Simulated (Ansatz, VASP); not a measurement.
KHCO2 in VASP and in Ansatz

```xyz
10
Lattice="2.8642 -3.2594 0.0000 2.8642 3.2594 0.0000 0.0000 0.0000 6.6364" Properties=species:S:1:pos:R:3 pbc="T T T"
K     0.0000    0.0000    3.3182
K     0.0000    0.0000    0.0000
H     2.8642    0.4666    1.6591
H     2.8642   -0.4666    4.9773
C     2.8642   -0.6548    1.6591
C     2.8642    0.6548    4.9773
O     1.7507   -1.2363    1.6591
O     1.7507    1.2363    4.9773
O     3.9777    1.2363    4.9773
O     3.9777   -1.2363    1.6591
```

Alike in both runs: functional LDA; k mesh 6 × 6 × 4; occupations gaussian, width 0.02 eV; no spin polarisation.

Ansatz relaxed the structure, and its values are those at the end. VASP's run is a single point on that final structure, the one shown.

```csv
,VASP,Ansatz
version,VASP 6.6.1,Ansatz 0.2.0
potentials or method,"VASP PAW LDA potentials, release 64 (K_sv, H, C, O), cutoff 520 eV","scalar-relativistic, plane waves, PAW"
valence electrons in the cell,52,52
```

```csv
,VASP,Ansatz,Ansatz less VASP
gap on the k mesh at the Fermi level (eV),3.87,3.88,+0.007
least direct gap on the mesh (eV),3.87,3.88,+0.007
pressure (GPa),0.9,0.0,-0.94
rms of the force components (eV/Å),0.179,0.000,-0.1786
```

LDA's correlation is that of Perdew and Zunger in VASP and of Perdew and Wang (1992) in Ansatz.

Noted on VASP's run: the standard files for N, O and F lose accuracy on very short bonds.
